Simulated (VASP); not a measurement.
TiAl: single point with LDA

The system is TiAl.

```
Ti Al
1.0
     2.84943    0.00000    0.00000
     0.00000    2.84943    0.00000
     0.00000    0.00000    4.20605
Ti Al
1 1
Direct
  0.00000 0.00000 0.00000
  0.50000 0.50000 0.50000
```

| Item | Value |
| --- | --- |
| Program | VASP 6.6.1 |
| Task | single point |
| Functional | LDA |
| Potentials or basis | VASP PAW LDA potentials, release 64 (Ti_sv, Al) |
| Cutoff | 520 eV |
| k mesh | 16 × 16 × 16 |
| Occupations | gaussian, width 0.15 eV |
| Spin | no spin polarisation |
| Dipole correction | no |
| Further INCAR settings | ALGO = Fast; EDIFF = 1e-06; NBANDS = 14 |

```
Pressure               : -11.1 GPa
Band gap on the k mesh : zero (an odd number of electrons rules out a gap without spin polarisation)
```

Stress tensor (GPa, compression positive):
```
-10.57   0.00   0.00
  0.00 -10.57   0.00
  0.00   0.00 -12.20
```

Levels at points of the mesh, in eV from the Fermi level:
| k point | band 6 | band 7 | band 8 | band 9 | band 10 | band 11 |
| --- | --- | --- | --- | --- | --- | --- |
| (0.00, 0.00, 0.00) | -1.83 | -0.78 | -0.58 | 2.04 | 2.04 | 3.09 |
| (0.50, 0.00, 0.00) | -4.30 | -1.68 | -0.27 | 1.63 | 2.37 | 4.18 |
| (0.50, 0.50, 0.00) | -0.36 | -0.36 | -0.27 | -0.21 | -0.21 | 4.04 |
| (0.00, 0.00, 0.50) | -5.11 | -0.65 | 0.42 | 1.75 | 1.75 | 3.10 |
| (0.50, 0.00, 0.50) | -2.82 | -1.16 | -1.05 | 1.16 | 1.67 | 2.20 |
| (0.50, 0.50, 0.50) | -2.07 | -2.07 | 1.50 | 1.91 | 2.78 | 4.12 |

It took 7.2 min on 1 thread of Intel Xeon 8259CL, on a shared host, peak memory 0.3 GiB.

Caveat: the cell stands under tension.
